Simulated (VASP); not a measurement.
ZrPb2O3, 6 atoms in the cell. Symmetry: P6/mmm, No. 191, hexagonal system. The conventional cell has a = 5.379 Å, b = 5.379 Å, c = 4.501 Å, α = 90.00°, β = 90.00°, γ = 120.00°. Zr (site symmetry 6/mmm) has 6 Pb at 3.11 Å and 12 O at 3.51 Å within 4.1 Å. Pb (site symmetry -6m2) has 6 O at 2.73 Å and 3 Zr at 3.11 Å and 3 Pb at 3.11 Å within 3.6 Å. Within 3.5 Å of O (site symmetry mmm) lie 4 O at 2.69 Å and 4 Pb at 2.73 Å. 

- Program: VASP 6.6.1
- Task: relaxation of cell and atoms
- Functional: PBE
- Potentials or basis: VASP PAW PBE potentials, release 64 (Zr_sv, Pb_d, O)
- Cutoff: 600 eV
- k mesh: 6 × 6 × 4
- Occupations: gaussian, width 0.1 eV
- Spin: no spin polarisation
- Dipole correction: no
- Further INCAR settings: ALGO = Normal; EDIFF = 1e-06; IBRION = 2; EDIFFG = -0.04; NSW = 90; ISIF = 3

Potentials or basis: VASP PAW PBE potentials, release 64 (Zr_sv, Pb_d, O).

Run with:

```bash
$ cat potpaw_PBE.64/Zr_sv/POTCAR potpaw_PBE.64/Pb_d/POTCAR potpaw_PBE.64/O/POTCAR > POTCAR
$ mpirun -np 1 vasp_std > vasp.out
```

Hardware: 1 thread of Intel(R) Xeon(R) Platinum 8488C (Sapphire Rapids), with other jobs on the host.

Q: How long does it take, and how much memory?

A: Wall time 18 min on 1 thread of Intel(R) Xeon(R) Platinum 8488C (Sapphire Rapids) (shared host), peak memory 0.37 GiB. Counts: scf iterations 161, k points 21, ion steps 14.
